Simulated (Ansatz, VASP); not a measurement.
**HfO2: VASP beside Ansatz**

INCAR

```
SYSTEM = HfO2
PREC     = Accurate       ! precision mode
ENCUT    = 520            ! plane-wave cutoff, eV
EDIFF    = 1E-6           ! SCF threshold, eV
ISMEAR   = 0              ! smearing method
SIGMA    = 0.05           ! smearing width, eV
LREAL    = .False.        ! projectors in reciprocal space
LASPH    = .True.         ! aspherical terms in the spheres
NELM     = 60             ! most SCF steps
ALGO     = Normal         ! electronic algorithm
ISIF     = 2              ! what is computed and relaxed
LWAVE    = .False.        ! write WAVECAR
LCHARG   = .True.         ! write CHGCAR
GGA      = PE             ! functional
LELF     = .True.         ! ELF
LVHAR    = .True.       
NBANDS   = 31             ! bands
```

The input KPOINTS:

```
Automatic mesh
0
Gamma
  6 6 8
  0 0 0
```

File POSCAR:

```
HfO2
1.0
    5.0032454367      0.0000000000      0.0000000000
    0.0000000000      5.0032454367      0.0000000000
    0.0000000000      0.0000000000      3.3188368560
Hf O
2 4
Direct
    0.0000000000      0.0000000000     -0.0209086807
    0.5000000000      0.5000000000      0.5209086807
    0.1948161092      0.8051838908      0.4932900522
    0.3051838908      0.3051838908      0.0067099478
    0.6948161092      0.6948161092      0.0067099478
    0.8051838908      0.1948161092      0.4932900522
```

Input for Ansatz:

```yaml
crystal:
  lattice:
    - [5.0032454367, 0.0, 0.0]
    - [0.0, 5.0032454367, 0.0]
    - [0.0, 0.0, 3.318836856]
  atoms:
    - { symbol: Hf, position: [0.0, 0.0, -0.0209086807] }
    - { symbol: Hf, position: [0.5, 0.5, 0.5209086807] }
    - { symbol: O, position: [0.1948161092, 0.8051838908, 0.4932900522] }
    - { symbol: O, position: [0.3051838908, 0.3051838908, 0.0067099478] }
    - { symbol: O, position: [0.6948161092, 0.6948161092, 0.0067099478] }
    - { symbol: O, position: [0.8051838908, 0.1948161092, 0.4932900522] }
basis:
  ecutwfc: 520.0
kpoints:
  mp_grid: { grid: [6, 6, 8] }
hamiltonian:
  xc: pbe
  pseudopotentials: { kind: paw, azcp: { folder: soft_1 } }
scf:
  occupations: { method: gaussian, width: 0.05 }
output:
  forces: true
  stress: true
  eigenvalues: true
```

Change from the starting cell: mode 4 frozen in at -0.068 Å, equal normal strain along x, y and z +0.0250.

Alike in both runs: task single point; functional PBE; k mesh 6 × 6 × 8; occupations gaussian, width 0.05 eV; no spin polarisation.

|  | VASP | Ansatz |
| --- | --- | --- |
| version | VASP 6.6.1 | Ansatz 0.2.0 |
| potentials or method | VASP PAW PBE potentials, release 64 (Hf_pv, O), cutoff 520 eV | scalar-relativistic, plane waves, PAW |
| valence electrons in the cell | 44 | 76 |

|  | VASP | Ansatz | Ansatz less VASP |
| --- | --- | --- | --- |
| gap on the k mesh at the Fermi level (eV) | 3.59 | 3.65 | +0.062 |
| least direct gap on the mesh (eV) | 3.59 | 3.65 | +0.062 |
| pressure (GPa) | -15.8 | -13.4 | +2.40 |
| traceless stress, the component that is largest in VASP (GPa) | -2.86 | -2.41 | +0.447 |
| rms of the force components (eV/Å) | 0.149 | 0.130 | -0.0183 |

Atom by atom the forces differ by 0.023 eV/Å (rms over components). With one functional, cell and mesh, what is left measures potentials, basis and numerics. VASP's potentials hold 44 valence electrons a cell and Ansatz's 76, so a difference there can come from the potentials and not from the codes.

Neither program's run includes spin-orbit coupling.
